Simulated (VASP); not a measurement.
Crystal: In5O.

```
In O
1.0
     3.80815    2.19863    2.82732
    -3.80815    2.19863    2.82732
     0.00000   -4.39727    2.82732
In O
5 1
Direct
  0.50000 0.00000 0.50000
  0.50000 0.50000 0.00000
  0.00000 0.50000 0.50000
  0.79928 0.79928 0.79928
  0.20072 0.20072 0.20072
  0.50000 0.50000 0.50000
```

The cell was built from a structure type or drawn by symmetry, and may not be a known phase.

* Program: VASP 6.6.1
* Task: relaxation of cell and atoms
* Functional: PBE
* Potentials or basis: VASP PAW PBE potentials, release 64 (In_d, O)
* Cutoff: 600 eV
* k mesh: 3 × 3 × 3
* Occupations: gaussian, width 0.1 eV
* Spin: no spin polarisation

At the start: pressure 17.8 GPa; volume 23.67 Å³/atom.

Problem. Where does the relaxation end?

Solution. Over 33 steps the energy falls by 607.4 meV/atom and the volume is 23.97 Å³/atom (+1.2 %); space group R-3m (No. 166, to 0.1 Å) before and after.

Step by step:
```
step  energy change (eV)  largest force (eV/Å)  pressure (GPa)  volume (Å³)
   1              0.0000                5.0027           17.77       142.03
   2             -2.3788                0.2208           -3.71       202.87
   3             -2.5987                1.0028           -1.22       182.92
   4             -2.5996                0.9586           -1.38       183.81
   5             -2.7520                0.7956           -1.04       178.73
   6             -2.8558                0.0109            0.13       170.06
   7             -2.8591                0.2397           -0.17       171.72
   8             -2.8596                0.1789           -0.09       171.24
   9             -2.8775                0.1762           -0.06       170.31
  10             -2.9514                0.2354            0.07       167.43
  11             -3.1507                0.1525            0.26       161.36
  12             -3.1933                2.2475            1.63       148.08
  13             -3.2522                1.1413            0.80       154.26
  14             -3.2536                1.3483            0.94       153.01
  15             -3.2564                1.3602            0.93       152.90
  16             -3.2639                1.3970            0.93       152.56
  17             -3.2755                1.4741            0.89       151.86
  18             -3.2890                1.6514            0.79       150.42
  19             -3.2851                2.0392            0.88       147.33
  20             -3.2919                1.8875            0.77       148.84
  21             -3.3224                1.7396            0.65       148.81
  22             -3.3994                1.3650            0.44       148.70
  23             -3.5083                0.7794            0.21       148.35
  24             -3.6121                0.2360            0.05       147.20
  25             -3.6124                0.2970            0.04       147.08
  26             -3.6124                0.2671            0.04       147.14
  27             -3.6151                0.2625           -0.02       147.16
  28             -3.6220                0.2494           -0.18       147.23
  29             -3.6308                0.2277           -0.49       147.32
  30             -3.6261                0.1581           -1.02       147.31
  31             -3.6331                0.2093           -0.64       147.34
  32             -3.6393                0.1619           -0.43       146.32
  33             -3.6446                0.0239            0.16       143.81
```

Final structure:
```yaml
crystal:
  lattice:
    - [3.32585, 1.92018, 3.75301]
    - [-3.32585, 1.92018, 3.75301]
    - [0.00000, -3.84036, 3.75301]
  atoms:
    - { symbol: In, position: [0.50000, 0.00000, 0.50000] }
    - { symbol: In, position: [0.50000, 0.50000, 0.00000] }
    - { symbol: In, position: [0.00000, 0.50000, 0.50000] }
    - { symbol: In, position: [0.87359, 0.87359, 0.87359] }
    - { symbol: In, position: [0.12641, 0.12641, 0.12641] }
    - { symbol: O, position: [0.50000, 0.50000, 0.50000] }
```

Caveat: the k points lie up to 0.41 Å⁻¹ apart in the final cell, too coarse for converged energies and pressures of a metal; an odd number of electrons without spin polarisation forces a metal; a magnetic or distorted state may lie lower.
